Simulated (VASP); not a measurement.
Ge2Sb2Te5: single point with PBE

Ge2Sb2Te5:

```
CELL_PARAMETERS angstrom
6.84729 0.00000 6.84761
-6.83098 6.13201 6.84761
-6.83098 -6.13201 6.84761
ATOMIC_POSITIONS crystal
Ge 0.49734 0.75685 0.75685
Ge 0.49734 0.25685 0.25685
Ge 0.99734 0.75685 0.25685
Ge 0.99734 0.25685 0.75685
Ge 0.28429 0.95177 0.95177
Ge 0.28429 0.45177 0.45177
Ge 0.78429 0.95177 0.45177
Ge 0.78429 0.45177 0.95177
Sb 0.11187 0.15274 0.15274
Sb 0.11187 0.65274 0.65274
Sb 0.61187 0.15274 0.65274
Sb 0.61187 0.65274 0.15274
Sb 0.40171 0.34308 0.84308
Sb 0.40171 0.84308 0.34308
Sb 0.90171 0.34308 0.34308
Sb 0.90171 0.84308 0.84308
Te 0.39996 0.09858 0.09858
Te 0.39996 0.59858 0.59858
Te 0.89996 0.09858 0.59858
Te 0.89996 0.59858 0.09858
Te 0.20652 0.80164 0.80164
Te 0.20652 0.30164 0.30164
Te 0.70652 0.80164 0.30164
Te 0.70652 0.30164 0.80164
Te 0.00832 0.99906 0.99906
Te 0.00832 0.49906 0.49906
Te 0.50832 0.99906 0.49906
Te 0.50832 0.49906 0.99906
Te 0.29529 0.70041 0.20041
Te 0.29529 0.20041 0.70041
Te 0.79529 0.70041 0.70041
Te 0.79529 0.20041 0.20041
Te 0.09470 0.89587 0.39587
Te 0.09470 0.39587 0.89587
Te 0.59470 0.89587 0.89587
Te 0.59470 0.39587 0.39587
```

```
Program                : VASP 6.6.1
Task                   : single point
Functional             : PBE
Potentials or basis    : VASP PAW PBE potentials, release 64 (Ge_d, Sb, Te)
Cutoff                 : 520 eV
k mesh                 : 1 × 1 × 1
Occupations            : gaussian, width 0.05 eV
Spin                   : no spin polarisation
Dipole correction      : no
Further INCAR settings : LREAL = Auto; ALGO = Normal; EDIFF = 1e-07; NBANDS = 160
```

The pressure is 0.4 GPa and the largest force is 0.665 eV/Å. The band gap on the k mesh is 0.26 eV.

Forces in eV/Å, atoms in the order of the input:
```
Ge  -0.095  0.000  0.434
Ge  -0.095  0.000  0.434
Ge  -0.095  0.000  0.434
Ge  -0.095  0.000  0.434
Ge  -0.064  0.000  0.087
Ge  -0.064  0.000  0.087
Ge  -0.064  0.000  0.087
Ge  -0.064  0.000  0.087
Sb  -0.086  0.000  0.021
Sb  -0.086  0.000  0.021
Sb  -0.086  0.000  0.021
Sb  -0.086  0.000  0.021
Sb  -0.196  0.000 -0.635
Sb  -0.196  0.000 -0.635
Sb  -0.196  0.000 -0.635
Sb  -0.196  0.000 -0.635
Te   0.159  0.000 -0.151
Te   0.159  0.000 -0.151
Te   0.159  0.000 -0.151
Te   0.159  0.000 -0.151
Te   0.095  0.000  0.022
Te   0.095  0.000  0.022
Te   0.095  0.000  0.022
Te   0.095  0.000  0.022
Te  -0.089  0.000  0.271
Te  -0.089  0.000  0.271
Te  -0.089  0.000  0.271
Te  -0.089  0.000  0.271
Te  -0.121  0.000  0.399
Te  -0.121  0.000  0.399
Te  -0.121  0.000  0.399
Te  -0.121  0.000  0.399
Te   0.397  0.000 -0.449
Te   0.397  0.000 -0.449
Te   0.397  0.000 -0.449
Te   0.397  0.000 -0.449
```

Stress tensor (GPa, compression positive):
```
-1.05  0.00  1.45
 0.00  6.95  0.00
 1.45  0.00 -4.71
```

Levels at points of the mesh, in eV from the valence-band top:
| k point | band 134 | band 135 | band 136 | band 137 | band 138 | band 139 |
| --- | --- | --- | --- | --- | --- | --- |
| (0.00, 0.00, 0.00) | -0.37 | 0.00 | 0.00 | 0.26 | 0.26 | 0.39 |

It took 9.4 min on 1 thread of AMD EPYC 7R43 64-Core Processor (Zen 3) (shared host), peak memory 1 GiB.

Caveat: the k points lie up to 0.65 Å⁻¹ apart; spin-orbit coupling is left out, which moves the levels of the heavy elements. A k mesh can miss the band edges.
